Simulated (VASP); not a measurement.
# W4N in VASP: further runs, part 2 of 2

VASP 6.6.1. Earlier steps stand in the parts before.

## Step 3: Single point, LDA

Input file INCAR:

```
SYSTEM = W4N
ALGO     = Normal         ! electronic algorithm
DIPOL    = 0.5 0.5 0.337
EDIFF    = 1E-6           ! SCF threshold, eV
ENCUT    = 520            ! plane-wave cutoff, eV
GGA_COMPAT= .False.      
IDIPOL   = 3            
ISIF     = 2              ! what is computed and relaxed
ISMEAR   = 0              ! smearing method
LASPH    = .True.         ! aspherical terms in the spheres
LCHARG   = .False.        ! write CHGCAR
LDIPOL   = .True.       
LREAL    = .False.        ! projectors in reciprocal space
LWAVE    = .False.        ! write WAVECAR
NBANDS   = 38             ! bands
NELM     = 120            ! most SCF steps
NELMDL   = -8           
PREC     = Accurate       ! precision mode
SIGMA    = 0.1            ! smearing width, eV
```

Input file KPOINTS:

```
k-points
0
Gamma
  9 7 1
  0 0 0
```

Input file POSCAR:

```
W4N
1.0
    2.8093052383      0.0000000000      0.0000000000
    0.0000000000      3.9729575688      0.0000000000
    0.0000000000      0.0000000000     19.4074369602
W N
4 1
Direct
    0.5000000000      0.5000000000      0.2061065564
    0.0000000000      0.0000000000      0.2784835849
    0.5000000000      0.5000000000      0.3501454747
    0.0000000000      0.0000000000      0.4074436504
    0.5000000000      0.5000000000      0.4445428306
```

Potentials or basis: VASP PAW LDA potentials, release 64 (W_sv, N).

The run is started by

```bash
> cat potpaw_LDA.64/W_sv/POTCAR potpaw_LDA.64/N/POTCAR > POTCAR
> mpirun -np 1 vasp_std > vasp.out
```

OUTCAR:

```text
SYSTEM = W4N
   EDIFF = 1E-6
   ENCUT = 520
   ISIF = 2
   ISMEAR = 0
   LASPH = .True.
   LREAL = .False.
   NELM = 120
   NELMDL = -8
   PREC = Accurate

 ion  position               nearest neighbor table
   1  0.500  0.500  0.206-   3 2.80   2 2.81   2 2.81   2 2.81   2 2.81
   2  0.000  0.000  0.278-   4 2.50   3 2.80   3 2.80   3 2.80   3 2.80   1 2.81   1 2.81   1 2.81
                             1 2.81
   3  0.500  0.500  0.350-   5 1.83   4 2.68   4 2.68   4 2.68   4 2.68   1 2.80   2 2.80   2 2.80
                             2 2.80   2 2.80
   4  0.000  0.000  0.407-   2 2.50   5 2.54   5 2.54   5 2.54   5 2.54   3 2.68   3 2.68   3 2.68
                             3 2.68
   5  0.500  0.500  0.445-   3 1.83   4 2.54   4 2.54   4 2.54   4 2.54

  LATTYP: Found a simple orthorhombic cell.
 ALAT       =     2.8093052383
 B/A-ratio  =     1.4142135624
 C/A-ratio  =     6.9082692388

  Lattice vectors:

 A1 = (   2.8093052383,   0.0000000000,   0.0000000000)
 A2 = (   0.0000000000,   3.9729575688,   0.0000000000)
 A3 = (   0.0000000000,   0.0000000000,  19.4074369602)

Analysis of symmetry for initial positions (statically):
=====================================================================
 Subroutine PRICEL returns:
 Original cell was already a primitive cell.

 Routine SETGRP: Setting up the symmetry group for a
 simple orthorhombic supercell.

 Subroutine GETGRP returns: Found  4 space group operations
 (whereof  4 operations were pure point group operations)
 out of a pool of  8 trial point group operations.

The static configuration has the point symmetry C_2v.

Analysis of symmetry for dynamics (positions and initial velocities):
=====================================================================
 Subroutine PRICEL returns:
 Original cell was already a primitive cell.

 Routine SETGRP: Setting up the symmetry group for a
 simple orthorhombic supercell.

 Subroutine GETGRP returns: Found  4 space group operations
[... 131 lines left out ...]
   AEXX    =    0.0000 exact exchange contribution
   IVDW    =     0    specifies the selected vdW correction
   LEPSILON=     F    determine dielectric tensor
   LRPA    =     F    only Hartree local field effects (RPA)
 non-spin polarized calculation
 Gauss-broadening in eV      SIGMA  =   0.10
  energy-cutoff  :      520.00
  volume of cell :      216.61
 maximum number of plane-waves:      5866
 NGX is ok and might be reduce to    24
   NGX = 11   NGY = 15   NGZ = 73

 dipolmoment           0.000000      0.000000     -0.037347 electrons x Angstroem

 number of electron      61.0000000 magnetization

 dipolmoment           0.000000      0.000000      0.104264 electrons x Angstroem

 Free energy of the ion-electron system (eV)
  ---------------------------------------------------
  ext. energy  EPLUGINS =         0.00000000
  ---------------------------------------------------
  free energy    TOTEN  =       -58.59389311 eV

  energy without entropy =      -58.57459471  energy(sigma->0) =      -58.58424391

 E-fermi :  -0.1187     XC(G=0):  -5.4288

 val. band max:       -0.1401080563   @ k =   0.2222   0.2857   0.0000
 cond. band min:      -0.0651810210   @ k =   0.0000   0.0000   0.0000
 fundamental gap:      0.0749270353
 Fermi energy:        -0.1187261429

 k-point     1 :       0.0000    0.0000    0.0000
  band No.  band energies     occupation
      1     -73.5415      2.00000
      2     -73.4733      2.00000
      3     -73.1318      2.00000
      4     -73.0542      2.00000
      5     -38.5823      2.00000
      6     -38.2796      2.00000
[... 809 lines left out ...]
     37       3.6889      0.00000
     38       4.3352      0.00000

------------------------ aborting loop because EDIFF is reached ----------------------------------------

 vacuum level on the upper side and lower side of the slab       (xc-potential included)         0.689        -0.935

  FORCE on cell =-STRESS in cart. coord.  units (eV):
  Direction    XX          YY          ZZ          XY          YZ          ZX
  --------------------------------------------------------------------------------------
  -------------------------------------------------------------------------------------
  Total       -2.7718634     -1.6798305      5.4330399      0.0000000      0.0000000      0.0000000
  in kB      -20.5022423    -12.4249601     40.1857836      0.0000000      0.0000000      0.0000000
  external PRESSURE =       2.4195270 kB  Pullay stress =       0.0000000 kB

 VOLUME and BASIS-vectors are now :
 -----------------------------------------------------------------------------
  energy-cutoff  :      520.00
  volume of cell :      216.61
      direct lattice vectors                 reciprocal lattice vectors
     2.809305238  0.000000000  0.000000000     0.355959896  0.000000000  0.000000000
     0.000000000  3.972957569  0.000000000     0.000000000  0.251701656  0.000000000
     0.000000000  0.000000000 19.407436960     0.000000000  0.000000000  0.051526639

 POSITION                                       TOTAL-FORCE (eV/Angst)
 -----------------------------------------------------------------------------------
      1.40465      1.98648      4.00000         0.000000      0.000000      1.408770
      0.00000      0.00000      5.40465         0.000000      0.000000     -3.091774
      1.40465      1.98648      6.79543         0.000000      0.000000     -2.752562
      0.00000      0.00000      7.90744         0.000000      0.000000      4.167377
      1.40465      1.98648      8.62744         0.000000      0.000000      0.268189
 -----------------------------------------------------------------------------------
    total drift:                                0.000000     -0.000000      0.000186

  FREE ENERGIE OF THE ION-ELECTRON SYSTEM (eV)
  ---------------------------------------------------
  free  energy   TOTEN  =       -58.5938931116 eV

  energy  without entropy=      -58.5745947118  energy(sigma->0) =      -58.58424391

 vacuum level on the upper side and lower side of the slab         5.881         4.188
```

Wall time 2.8 min (1 thread of Intel Xeon 6975P-C (Granite Rapids), shared host); peak memory 0.32 GiB.

What came out:

```yaml
Free_energy: -58.5939 eV
Largest_force: 4.167 eV/Å
```

Forces in eV/Å, atoms in the order of the input:
```
W    0.000  0.000  1.409
W    0.000  0.000 -3.092
W    0.000  0.000 -2.753
W    0.000  0.000  4.167
N    0.000  0.000  0.268
```

Caveat: spin-orbit coupling is left out, which moves the levels of the heavy elements.

## Step 4: Single point, LDA

INCAR: that of step 3 with these lines changed.

```diff
@@ -2,5 +2,6 @@
 ALGO     = Normal         ! electronic algorithm
-DIPOL    = 0.5 0.5 0.337
+DIPOL    = 0.5 0.5 0.334
 EDIFF    = 1E-6           ! SCF threshold, eV
 ENCUT    = 520            ! plane-wave cutoff, eV
+GGA      = CA             ! functional
 GGA_COMPAT= .False.
```

KPOINTS is that of step 3.

POSCAR: that of step 3 with these lines changed.

```diff
@@ -12,2 +12,2 @@
     0.0000000000      0.0000000000      0.4074436504
-    0.5000000000      0.5000000000      0.4445428306
+    0.0000000000      0.5000000000      0.4262632525
```

The run is started by

```bash
> cat potpaw_LDA.64/W_sv/POTCAR potpaw_LDA.64/N/POTCAR > POTCAR
> mpirun -np 1 vasp_std > vasp.out
```

Wall time 2.5 min (1 thread of Intel Xeon 6975P-C (Granite Rapids), shared host); peak memory 0.31 GiB.

It converged, with:

* Free energy: -61.1240 eV
* Largest force: 3.488 eV/Å

Forces on the atoms (eV/Å):
```
W    0.000  0.000  1.679
W    0.000  0.000 -2.841
W    0.000  0.000 -2.518
W    0.000  0.000  3.488
N    0.000  0.000  0.192
```

Levels at points of the mesh, in eV from the Fermi level:
```tsv
k point	band 26	band 27	band 28	band 29	band 30	band 31	band 32	band 33	band 34	band 35
(0.00, 0.00, 0.00)	-2.18	-1.29	-1.21	-1.09	-0.49	-0.23	0.44	0.66	0.90	1.35
```

Caveat: spin-orbit coupling is left out, which moves the levels of the heavy elements.
